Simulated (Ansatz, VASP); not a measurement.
# CoSi: VASP beside Ansatz

```xyz
8
Lattice="4.3879 0.0000 0.0000 0.0000 4.3879 0.0000 0.0000 0.0000 4.3879" Properties=species:S:1:pos:R:3 pbc="T T T"
Co    0.6379    0.6379    0.6379
Co    1.5561    3.7500    2.8318
Co    2.8318    1.5561    3.7500
Co    3.7500    2.8318    1.5561
Si    3.7002    3.7002    3.7002
Si    2.8816    0.6877    1.5062
Si    1.5062    2.8816    0.6877
Si    0.6877    1.5062    2.8816
```

Alike in both runs: task electric field gradients; functional PBEsol; k mesh 8 × 8 × 8; occupations fermi-dirac, width 0.15 eV; no spin polarisation.

```csv
,VASP,Ansatz
version,VASP 6.6.1,Ansatz 0.2.0
potentials or method,"VASP PAW PBE potentials, release 64 (Co, Si), cutoff 520 eV","scalar-relativistic, plane waves, PAW"
valence electrons in the cell,52,84
```

VASP gave:

| Property | Result |
| --- | --- |
| gap on the k mesh at the Fermi level (eV) | none |
| pressure (GPa) | 0.2 |
| rms of the force components (eV/Å) | 0.004 |
| size of Vzz on the site where it differs most (V/Å²) | 0.8 |

Q: What did Ansatz give for the same quantities?

A: gap on the k mesh at the Fermi level (eV): none; pressure (GPa): 0.0; rms of the force components (eV/Å): 0.000; size of Vzz on the site where it differs most (V/Å²): 8.7.

VASP's potentials were made for PBE, not for PBEsol. Atom by atom the forces differ by 0.004 eV/Å (rms over components). A gap of «none» marks a metal or a gap that the smearing closes. With one functional, cell and mesh, what is left measures potentials, basis and numerics. VASP's potentials hold 52 valence electrons a cell and Ansatz's 84, so a difference there can come from the potentials and not from the codes.
